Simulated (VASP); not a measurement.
**Al: single point with PBE**

Crystal: Al.

```
Al
1.0
    -1.92363    1.92363    2.72959
     1.92363   -1.92363    2.72959
     1.92363    1.92363   -2.72959
Al
2
Direct
  0.24996 0.24996 0.00000
  0.75004 0.75004 0.00000
```

```json
{
 "Program": "VASP 6.6.1",
 "Task": "single point",
 "Functional": "PBE",
 "Potentials or basis": "VASP PAW PBE potentials, release 64 (Al)",
 "Cutoff": "520 eV",
 "k mesh": "8 × 8 × 8",
 "Occupations": "gaussian, width 0.1 eV",
 "Spin": "no spin polarisation"
}
```

* Pressure: 0.2 GPa
* Band gap on the k mesh: zero (band 3 reaches 8.48 eV, above the bottom of band 4 at 2.68 eV)

Stress tensor (GPa, compression positive):
```
 0.29  0.00  0.00
 0.00  0.29  0.00
 0.00  0.00 -0.09
```

Levels at points of the mesh, in eV from the Fermi level:
```tsv
k point	band 1	band 2	band 3	band 4	band 5	band 6
(0.00, 0.00, 0.00)	-9.66	2.72	2.72	2.76	5.44	5.47
(0.50, 0.00, 0.00)	-6.02	-6.01	2.65	2.65	2.68	2.68
(0.50, 0.50, 0.00)	-5.31	-4.20	-0.69	-0.66	-0.44	2.08
(0.50, 0.50, 0.50)	-5.36	-4.21	-0.65	-0.65	-0.38	2.09
```

Run time: 10 s on 1 thread of Intel(R) Xeon(R) 6975P-C (Granite Rapids) (shared host), peak memory 0.16 GiB.
